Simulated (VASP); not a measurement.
# AlP in VASP: notebook

AlP is run at these levels: PBE; tasks: single point.

Everything below comes from runs of VASP 6.6.1. Logs are shortened: lines on timing, memory, paths and dates and some standing lists are left out, and cuts for length are marked.

### 1 The cell of the first run

The cell holds a slab with vacuum, 10 atoms: a = 3.854 Å, b = 3.854 Å, c = 32.265 Å, α = 90.00°, β = 90.00°, γ = 90.00°.

### 2 Single point, PBE

Contents of INCAR:

```
PREC = Accurate
ENCUT = 520
EDIFF = 1E-7
ISMEAR = 0
SIGMA = 0.05
LREAL = False
LASPH = True
NELM = 80
ALGO = Normal
ISIF = 2
LWAVE = False
LCHARG = False
LDIPOL = True
IDIPOL = 3
DIPOL = 0.5 0.5 0.501
GGA = PE
NBANDS = 31
```

Contents of KPOINTS:

```
regular mesh
0
Gamma
  7 7 1
```

Contents of POSCAR:

```
AlP
1.0
    3.8544390600      0.0000000000      0.0000000000
    0.0000000000      3.8544390600      0.0000000000
    0.0000000000      0.0000000000     32.2647499880
P Al
5 5
Direct
    0.0000000000      0.5000000000      0.3099357659
    0.5000000000      0.0000000000      0.3944087568
    0.0000000000      0.5000000000      0.4788817476
    0.5000000000      0.0000000000      0.5653207307
    0.0000000000      0.5000000000      0.6517548470
    0.5000000000      0.5000000000      0.3521722613
    0.0000000000      0.0000000000      0.4366452522
    0.5000000000      0.5000000000      0.5216669192
    0.0000000000      0.0000000000      0.6077951658
    0.5000000000      0.5000000000      0.6960316164
```

Potentials or basis: VASP PAW PBE potentials, release 64 (P, Al).

Command:

```console
cat potpaw_PBE.64/P/POTCAR potpaw_PBE.64/Al/POTCAR > POTCAR
mpirun -np 1 vasp_std > vasp.out
```

OUTCAR:

```text
PREC = Accurate
   ENCUT = 520
   EDIFF = 1E-7
   ISMEAR = 0
   LREAL = False
   LASPH = True
   NELM = 80
   ISIF = 2
   GGA = PE

 ion  position               nearest neighbor table
   1  0.000  0.500  0.310-   6 2.36   6 2.36
   2  0.500  0.000  0.394-   7 2.36   7 2.36   6 2.36   6 2.36
   3  0.000  0.500  0.479-   7 2.36   7 2.36   8 2.37   8 2.37
   4  0.500  0.000  0.565-   9 2.36   9 2.36   8 2.39   8 2.39
   5  0.000  0.500  0.652-   9 2.39   9 2.39  10 2.40  10 2.40
   6  0.500  0.500  0.352-   1 2.36   1 2.36   2 2.36   2 2.36
   7  0.000  0.000  0.437-   3 2.36   3 2.36   2 2.36   2 2.36
   8  0.500  0.500  0.522-   3 2.37   3 2.37   4 2.39   4 2.39
   9  0.000  0.000  0.608-   4 2.36   4 2.36   5 2.39   5 2.39
  10  0.500  0.500  0.696-   5 2.40   5 2.40

  LATTYP: Found a simple tetragonal cell.
 ALAT       =     3.8544390600
 C/A-ratio  =     8.3708029848

  Lattice vectors:

 A1 = (   3.8544390600,   0.0000000000,   0.0000000000)
 A2 = (   0.0000000000,   3.8544390600,   0.0000000000)
 A3 = (   0.0000000000,   0.0000000000,  32.2647499880)

Analysis of symmetry for initial positions (statically):
=====================================================================
 Subroutine PRICEL returns:
 Original cell was already a primitive cell.

 Routine SETGRP: Setting up the symmetry group for a
 simple tetragonal supercell.

 Subroutine GETGRP returns: Found  4 space group operations
 (whereof  4 operations were pure point group operations)
 out of a pool of 16 trial point group operations.

The static configuration has the point symmetry C_2v.

Analysis of symmetry for dynamics (positions and initial velocities):
=====================================================================
 Subroutine PRICEL returns:
 Original cell was already a primitive cell.

 Routine SETGRP: Setting up the symmetry group for a
 simple tetragonal supercell.

 Subroutine GETGRP returns: Found  4 space group operations
 (whereof  4 operations were pure point group operations)
 out of a pool of 16 trial point group operations.

The dynamic configuration has the point symmetry C_2v.

 Subroutine INISYM returns: Found  4 space group operations
 (whereof  4 operations are pure point group operations),
 and found     1 'primitive' translations

----------------------------------------------------------------------------------------

                                     Primitive cell

  volume of cell :     479.3477

  direct lattice vectors                    reciprocal lattice vectors
     3.854439060  0.000000000  0.000000000     0.259441123  0.000000000  0.000000000
     0.000000000  3.854439060  0.000000000     0.000000000  0.259441123  0.000000000
     0.000000000  0.000000000 32.264749988     0.000000000  0.000000000  0.030993577

  length of vectors
     3.854439060  3.854439060 32.264749988     0.259441123  0.259441123  0.030993577

  position of ions in fractional coordinates (direct lattice)
     0.000000000  0.500000000  0.309935766
     0.500000000  0.000000000  0.394408757
     0.000000000  0.500000000  0.478881748
     0.500000000  0.000000000  0.565320731
     0.000000000  0.500000000  0.651754847
     0.500000000  0.500000000  0.352172261
     0.000000000  0.000000000  0.436645252
     0.500000000  0.500000000  0.521666919
     0.000000000  0.000000000  0.607795166
     0.500000000  0.500000000  0.696031616

  ion indices of the primitive-cell ions
   primitive index   ion index
                 1           1
                 2           2
                 3           3
                 4           4
                 5           5
                 6           6
                 7           7
                 8           8
                 9           9
                10          10

----------------------------------------------------------------------------------------

 KPOINTS: regular mesh

Automatic generation of k-mesh.
 Grid dimensions read from file:
 generate k-points for:    7    7    1

 Generating k-lattice:

  Cartesian coordinates                     Fractional coordinates (reciprocal lattice)
     0.037063018  0.000000000  0.000000000     0.142857143  0.000000000  0.000000000
     0.000000000  0.037063018  0.000000000     0.000000000  0.142857143  0.000000000
     0.000000000  0.000000000  0.030993577     0.000000000  0.000000000  1.000000000

  Length of vectors
     0.037063018  0.037063018  0.030993577

  Shift w.r.t. Gamma in fractional coordinates (k-lattice)
     0.000000000  0.000000000  0.000000000

 Subroutine IBZKPT returns following result:
 ===========================================

 Found     16 irreducible k-points:

 Following reciprocal coordinates:
            Coordinates               Weight
  0.000000  0.000000  0.000000      1.000000
  0.142857  0.000000  0.000000      2.000000
  0.000000  0.142857  0.000000      2.000000
  0.285714  0.000000  0.000000      2.000000
  0.000000  0.285714  0.000000      2.000000
  0.428571  0.000000  0.000000      2.000000
[... 8 lines left out ...]
 -0.285714  0.428571  0.000000      4.000000
  0.428571  0.428571  0.000000      4.000000
   k-points           NKPTS =     16   k-points in BZ     NKDIM =     16   number of bands    NBANDS=     31
   number of dos      NEDOS =    301   number of ions     NIONS =     10
   total plane-waves  NPLWV = 216000
   dimension x,y,z NGX =    30 NGY =   30 NGZ =  240
   dimension x,y,z NGXF=    60 NGYF=   60 NGZF=  480
   ions per type =               5   5
   NGX,Y,Z   is equivalent  to a cutoff of  12.94, 12.94, 12.37 a.u.
   NGXF,Y,Z  is equivalent  to a cutoff of  25.88, 25.88, 24.73 a.u.
 SYSTEM =  unknown system
   PREC   = accura    normal or accurate (medium, high low for compatibility)
   ISTART =      0    job   : 0-new  1-cont  2-samecut
   ICHARG =      2    charge: 1-file 2-atom 10-const
   ISPIN  =      1    spin polarized calculation?
   LNONCOLLINEAR =      F non collinear calculations
   LSORBIT =      F    spin-orbit coupling
   LASPH  =      T    aspherical Exc in radial PAW
   ENCUT  =  520.0 eV  38.22 Ry    6.18 a.u.   7.17  7.17 59.99*2*pi/ulx,y,z
   NELM   =     80;   NELMIN=  2; NELMDL= -5     # of ELM steps
   EDIFF  = 0.1E-06   stopping-criterion for ELM
   LREAL  =      F    real-space projection
   EDIFFG = 0.1E-05   stopping-criterion for IOM
   NSW    =      0    number of steps for IOM
   IBRION =     -1    ionic relax: 0-MD 1-quasi-New 2-CG
   NFREE  =      0    steps in history (QN), initial steepest desc. (CG)
   ISIF   =      2    stress and relaxation
   ISYM   =      2    0-nonsym 1-usesym 2-fastsym
   POTIM  = 0.5000    time-step for ionic-motion
   TEBEG  =    0.0;   TEEND  =   0.0 temperature during run
   PSTRESS=    0.0 pullay stress
   NELECT =      40.0000    total number of electrons
   NUPDOWN=      -1.0000    fix difference up-down
   EMIN   =  10.00;   EMAX   =-10.00  energy-range for DOS
   EFERMI =   0.00;   METHOD = LEGACY
   ISMEAR =     0;   SIGMA  =   0.05  broadening in eV -4-tet -1-fermi 0-gaus
   EFERMI_NEDOS =   21; number of points for ismear=-14 and -15
   IALGO  =     38    algorithm
   IMIX   =      4    mixing-type and parameters
     AMIX     =   0.40;   BMIX     =  1.00
     AMIX_MAG =   1.60;   BMIX_MAG =  1.00
  volume/ion in A,a.u.               =      47.93       323.48
  Fermi-wavevector in a.u.,A,eV,Ry     =   0.715393  1.351896  6.963284  0.511787
  Thomas-Fermi vector in A             =   1.803542
   LORBIT       =      0    0 simple, 1 ext, 2 COOP (PROOUT), +10 PAW based schemes
   GGA     = PE    functional components
   LHFCALC =     F    Hartree Fock is set to
   AEXX    =    0.0000 exact exchange contribution
   IVDW    =     0    specifies the selected vdW correction
   LEPSILON=     F    determine dielectric tensor
   LRPA    =     F    only Hartree local field effects (RPA)
 non-spin polarized calculation
 Gauss-broadening in eV      SIGMA  =   0.05
  energy-cutoff  :      520.00
  volume of cell :      479.35
 maximum number of plane-waves:     12952
 NGX is ok and might be reduce to    30
   NGX = 15   NGY = 15   NGZ =119

 number of electron      40.0000002 magnetization

 dipolmoment           0.000000      0.000000     -0.129057 electrons x Angstroem

 Free energy of the ion-electron system (eV)
  ---------------------------------------------------
  ext. energy  EPLUGINS =         0.00000000
  ---------------------------------------------------
  free energy    TOTEN  =       -47.38972869 eV

  energy without entropy =      -47.37892459  energy(sigma->0) =      -47.38432664

 E-fermi :  -1.1290     XC(G=0):  -4.5311

 val. band max:       -1.1313824835   @ k =   0.4286   0.4286   0.0000
 cond. band min:      -1.1275090579   @ k =   0.1429   0.1429   0.0000
 fundamental gap:      0.0038734256
 Fermi energy:        -1.1289815716

 k-point     1 :       0.0000    0.0000    0.0000
  band No.  band energies     occupation
      1     -12.9788      2.00000
      2     -12.5091      2.00000
      3     -11.8967      2.00000
      4     -11.2595      2.00000
      5     -10.1317      2.00000
      6      -6.7919      2.00000
[... 23 lines left out ...]
     30       2.7524      0.00000
     31       3.1472      0.00000

 k-point     2 :       0.1429    0.0000    0.0000
  band No.  band energies     occupation
      1     -12.8343      2.00000
      2     -12.3763      2.00000
      3     -11.7878      2.00000
      4     -11.1868      2.00000
      5     -10.0501      2.00000
      6      -6.7409      2.00000
[... 23 lines left out ...]
     30       3.1622      0.00000
     31       3.2939      0.00000

 k-point     3 :       0.0000    0.1429    0.0000
  band No.  band energies     occupation
      1     -12.8349      2.00000
      2     -12.3769      2.00000
      3     -11.7909      2.00000
      4     -11.1939      2.00000
      5     -10.1090      2.00000
      6      -6.6814      2.00000
[... 23 lines left out ...]
     30       3.1682      0.00000
     31       3.2638      0.00000

 k-point     4 :       0.2857    0.0000    0.0000
  band No.  band energies     occupation
      1     -12.4280      2.00000
      2     -12.0172      2.00000
      3     -11.5276      2.00000
      4     -11.0625      2.00000
      5      -9.8723      2.00000
      6      -6.7725      2.00000
[... 23 lines left out ...]
     30       3.6450      0.00000
     31       3.9919      0.00000

 k-point     5 :       0.0000    0.2857    0.0000
  band No.  band energies     occupation
      1     -12.4301      2.00000
      2     -12.0180      2.00000
      3     -11.5380      2.00000
      4     -11.0842      2.00000
      5     -10.0990      2.00000
      6      -6.5836      2.00000
[... 23 lines left out ...]
     30       3.7245      0.00000
     31       3.8780      0.00000
[... 270 lines left out ...]
     30       3.7500      0.00000
     31       4.5189      0.00000

 k-point    14 :       0.4286    0.2857    0.0000
  band No.  band energies     occupation
      1     -11.4235      2.00000
      2     -11.2037      2.00000
      3     -11.0237      2.00000
      4     -10.7254      2.00000
      5      -9.5343      2.00000
      6      -6.6775      2.00000
[... 23 lines left out ...]
     30       3.5396      0.00000
     31       3.7139      0.00000

 k-point    15 :      -0.2857    0.4286    0.0000
  band No.  band energies     occupation
      1     -11.4219      2.00000
      2     -11.2028      2.00000
      3     -11.0313      2.00000
      4     -10.7402      2.00000
      5      -9.7244      2.00000
      6      -6.6561      2.00000
[... 23 lines left out ...]
     30       3.3894      0.00000
     31       4.2537      0.00000

 k-point    16 :       0.4286    0.4286    0.0000
  band No.  band energies     occupation
      1     -11.0624      2.00000
      2     -10.9304      2.00000
      3     -10.7773      2.00000
      4     -10.4845      2.00000
      5      -9.4107      2.00000
      6      -6.8048      2.00000
[... 23 lines left out ...]
     30       3.2328      0.00000
     31       3.6113      0.00000

------------------------ aborting loop because EDIFF is reached ----------------------------------------

 vacuum level on the upper side and lower side of the slab       (xc-potential included)        -0.857         0.686

  FORCE on cell =-STRESS in cart. coord.  units (eV):
  Direction    XX          YY          ZZ          XY          YZ          ZX
  --------------------------------------------------------------------------------------
  -------------------------------------------------------------------------------------
  Total        1.4607525     -1.1671496      0.8919598      0.0000000      0.0000000      0.0000000
  in kB        4.8824357     -3.9010943      2.9812967      0.0000000      0.0000000      0.0000000
  external PRESSURE =       1.3208794 kB  Pullay stress =       0.0000000 kB

 VOLUME and BASIS-vectors are now :
 -----------------------------------------------------------------------------
  energy-cutoff  :      520.00
  volume of cell :      479.35
      direct lattice vectors                 reciprocal lattice vectors
     3.854439060  0.000000000  0.000000000     0.259441123  0.000000000  0.000000000
     0.000000000  3.854439060  0.000000000     0.000000000  0.259441123  0.000000000
     0.000000000  0.000000000 32.264749988     0.000000000  0.000000000  0.030993577

 POSITION                                       TOTAL-FORCE (eV/Angst)
 -----------------------------------------------------------------------------------
      0.00000      1.92722     10.00000         0.000000      0.000000      0.069786
      1.92722      0.00000     12.72550         0.000000      0.000000      0.311783
      0.00000      1.92722     15.45100         0.000000      0.000000      0.367449
      1.92722      0.00000     18.23993         0.000000      0.000000     -0.010507
      0.00000      1.92722     21.02871         0.000000      0.000000     -0.029609
      1.92722      1.92722     11.36275         0.000000      0.000000     -0.432535
      0.00000      0.00000     14.08825         0.000000      0.000000     -0.304038
      1.92722      1.92722     16.83145         0.000000      0.000000     -0.000328
      0.00000      0.00000     19.61036         0.000000      0.000000      0.015197
      1.92722      1.92722     22.45729         0.000000      0.000000      0.012803
 -----------------------------------------------------------------------------------
    total drift:                                0.000000      0.000000     -0.000154

  FREE ENERGIE OF THE ION-ELECTRON SYSTEM (eV)
  ---------------------------------------------------
  free  energy   TOTEN  =       -47.3897286921 eV

  energy  without entropy=      -47.3789245947  energy(sigma->0) =      -47.38432664

 vacuum level on the upper side and lower side of the slab         3.722         5.289
```

Wall time 21 min (1 thread of Intel Xeon 8259CL, shared host); peak memory 0.61 GiB.

Results:

```yaml
Free_energy: -47.3897 eV
Largest_force: 0.433 eV/Å
Band_gap_on_the_k_mesh: zero (filled and empty bands overlap)
```

Forces in eV/Å, atoms in the order of the input:
```
P    0.000  0.000  0.070
P    0.000  0.000  0.312
P    0.000  0.000  0.367
P    0.000  0.000 -0.011
P    0.000  0.000 -0.030
Al   0.000  0.000 -0.433
Al   0.000  0.000 -0.304
Al   0.000  0.000  0.000
Al   0.000  0.000  0.015
Al   0.000  0.000  0.013
```

### 3 Single point, PBE

Contents of INCAR:

```
SYSTEM = AlP
PREC = Accurate
ENCUT = 520
EDIFF = 1E-6
ISMEAR = 0
SIGMA = 0.05
LREAL = .False.
LASPH = .True.
NELM = 100
ALGO = Fast
ISIF = 2
LWAVE = .False.
LCHARG = .False.
LDIPOL = .True.
IDIPOL = 3
DIPOL = 0.5 0.5 0.501
GGA = PE
NBANDS = 31
KPAR = 4
```

Contents of KPOINTS:

```
regular mesh
0
Gamma
  22 22 1
  0 0 0
```

POSCAR is that of step 2.

Potentials or basis: VASP PAW PBE potentials, release 64 (P, Al).

Command:

```console
cat potpaw_PBE.64/P/POTCAR potpaw_PBE.64/Al/POTCAR > POTCAR
mpirun -np 4 vasp_std > vasp.out
```

It took 33 min on 4 MPI ranks of Oxide Virtual Turin-like, shared host; peak memory 1.6 GiB.

It converged, with:

```yaml
Free_energy: -47.3996 eV
Largest_force: 0.456 eV/Å
Band_gap_on_the_k_mesh: zero (bands 20 and 21 overlap by 0.15 eV)
```

Forces on the atoms (eV/Å):
```
P    0.000  0.000  0.077
P    0.000  0.000  0.340
P    0.000  0.000  0.367
P    0.000  0.000 -0.009
P    0.000  0.000 -0.027
Al   0.000  0.000 -0.456
Al   0.000  0.000 -0.312
Al   0.000  0.000 -0.005
Al   0.000  0.000  0.014
Al   0.000  0.000  0.012
```

Levels at points of the mesh, in eV from the Fermi level:
```tsv
k point	band 16	band 17	band 18	band 19	band 20	band 21	band 22	band 23	band 24	band 25
(0.00, 0.00, 0.00)	-0.90	-0.77	-0.42	-0.07	-0.01	1.16	1.36	1.91	2.37	2.45
(0.50, 0.00, 0.00)	-1.28	-1.19	-0.84	-0.49	-0.36	1.45	2.41	2.88	3.32	3.41
(0.00, 0.50, 0.00)	-1.20	-0.91	-0.51	-0.17	-0.13	0.37	0.46	2.93	3.06	3.29
(0.50, 0.50, 0.00)	-2.81	-2.49	-2.17	-0.63	-0.55	0.00	0.28	1.67	1.98	2.36
```
